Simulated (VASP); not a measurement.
A run of VASP 6.6.1 is set up as follows.

The input INCAR:

```
PREC = Accurate
ENCUT = 500
EDIFF = 1E-7
ISMEAR = 0
SIGMA = 0.1
LREAL = False
LASPH = True
NELM = 120
ALGO = Normal
ISIF = 3
LWAVE = False
LCHARG = False
GGA = PS
IBRION = 2
NSW = 100
EDIFFG = -0.01
GGA_COMPAT = False
NELMIN = 4
```

KPOINTS

```
regular mesh
0
Gamma
  9 9 20
```

Contents of POSCAR:

```
Cl
1.0
    6.4377650118      0.0000000000      0.0000000000
   -3.2188825059      5.5752680438      0.0000000000
    0.0000000000      0.0000000000      2.2507018938
Cl
3
Direct
    0.0000000000      0.0000000000      0.0000000000
    0.3333333333      0.6666666667      0.5000000000
    0.6666666667      0.3333333333      0.5000000000
```

Potentials or basis: VASP PAW PBE potentials, release 64 (Cl).

Command:

```console
$ cat potpaw_PBE.64/Cl/POTCAR > POTCAR
$ mpirun -np 1 vasp_std > vasp.out
```

(1) What does it give for the space group after relaxing (to 0.1 Å)?

(2) What does it give for the relaxed volume?

(3) Estimate the relaxed cell.

## Answers

(1) P6/mmm (No. 191).

(2) 26.43 Å³/atom.

(3) a = 6.375 Å, b = 6.375 Å, c = 2.253 Å, α = 90.00°, β = 90.00°, γ = 120.00°.

Caveat: the PAW data sets were made with another functional, which shifts forces and pressure a little; an odd number of electrons without spin polarisation forces a metal; a magnetic or distorted state may lie lower.
